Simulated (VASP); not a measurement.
Here is a VASP 6.6.1 calculation.

The input INCAR:

```
PREC = Accurate
ENCUT = 500
EDIFF = 1E-6
ISMEAR = 0
SIGMA = 0.02
LREAL = False
LASPH = True
NELM = 120
ALGO = Normal
ISIF = 2
LWAVE = False
LCHARG = False
NBANDS = 16
GGA_COMPAT = False
```

The input KPOINTS:

```
Automatic mesh
0
Gamma
  8 8 8
```

File POSCAR:

```
ZnSe
1.0
    0.0000000000      2.7837635926      2.7837635926
    2.7837635926      0.0000000000      2.7837635926
    2.7837635926      2.7837635926      0.0000000000
Zn Se
1 1
Direct
    0.0000000000      0.0000000000      0.0000000000
    0.2500000000      0.2500000000      0.2500000000
```

Potentials or basis: VASP PAW LDA potentials, release 64 (Zn, Se).

Command:

```console
$ cat potpaw_LDA.64/Zn/POTCAR potpaw_LDA.64/Se/POTCAR > POTCAR
$ mpirun -np 1 vasp_std > vasp.out
```

(1) Predict the band gap on the k mesh.

(2) Predict the pressure.

## Answers

(1) 1.29 eV.

(2) 0.4 GPa.
